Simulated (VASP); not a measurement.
Input of a VASP 6.6.1 run:

The input POSCAR:

```
CsCl
1.0
    4.1368323970      0.0000000000      0.0000000000
    0.0000000000      4.1368323970      0.0000000000
    0.0000000000      0.0000000000      4.1368323970
Cs Cl
1 1
Direct
    0.0000000000      0.0000000000      0.0000000000
    0.5000000000      0.5000000000      0.5000000000
```

Contents of INCAR.step1:

```
PREC = Accurate ; ENCUT = 550
ISMEAR = 0 ; SIGMA = 0.01
LREAL = False ; LASPH = True
NELM = 120 ; NBANDS = 15
GGA = PE ; ALGO = Normal
EDIFF = 1E-5 ; LWAVE = True
LCHARG = False ; GGA_COMPAT = False
```

INCAR.step2

```
PREC = Accurate ; ENCUT = 550
EDIFF = 1E-6 ; ISMEAR = 0
SIGMA = 0.01 ; LREAL = False
LASPH = True ; NELM = 120
ALGO = Normal ; ISIF = 2
LWAVE = False ; LCHARG = False
METAGGA = R2SCAN ; LMIXTAU = True
NBANDS = 15 ; ISTART = 1
GGA_COMPAT = False
```

KPOINTS

```
regular mesh
0
Gamma
  6 6 6
```

Potentials or basis: VASP PAW PBE potentials, release 64 (Cs_sv, Cl).

Launch:

```bash
$ cat potpaw_PBE.64/Cs_sv/POTCAR potpaw_PBE.64/Cl/POTCAR > POTCAR
$ cp INCAR.step1 INCAR
$ mpirun -np 1 vasp_std > vasp.out
$ cp INCAR.step2 INCAR
$ mpirun -np 1 vasp_std > vasp.out
```

(1) What does it give for the band gap on the k mesh?

(2) What does it give for the pressure?

Answers

(1) 5.91 eV.

(2) 0.1 GPa.

Caveat: the PAW data sets were made with another functional, which shifts forces and pressure a little; spin-orbit coupling is left out, which moves the levels of the heavy elements.
